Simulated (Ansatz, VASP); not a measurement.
# CoSi in VASP and in Ansatz

```
Co Si
1.0
     2.58107    0.00000    0.00000
     0.00000    2.58107    0.00000
     0.00000    0.00000    2.58107
Co Si
1 1
Direct
  0.00000 0.00000 0.00000
  0.50000 0.50000 0.50000
```

Change from the starting cell: volume scaled by 0.8, LAPW.

Alike in both runs: task single point; functional PBE; k mesh 14 × 14 × 14; occupations fermi-dirac, width 0.1 eV; no spin polarisation.

|  | VASP | Ansatz |
| --- | --- | --- |
| version | VASP 6.6.1 | Ansatz 0.2.0 |
| potentials or method | VASP PAW PBE potentials, release 64 (Co, Si), cutoff 600 eV | all-electron LAPW, scalar-relativistic |

```csv
,VASP,Ansatz,Ansatz less VASP
pressure (GPa),79.6,79.3,-0.26
```

Both programs put the cell under a high pressure, so it lies far from rest at this level. Ansatz ran all-electron here, and VASP with PAW potentials.

Noted on VASP's run: the cell as given lies far from equilibrium.
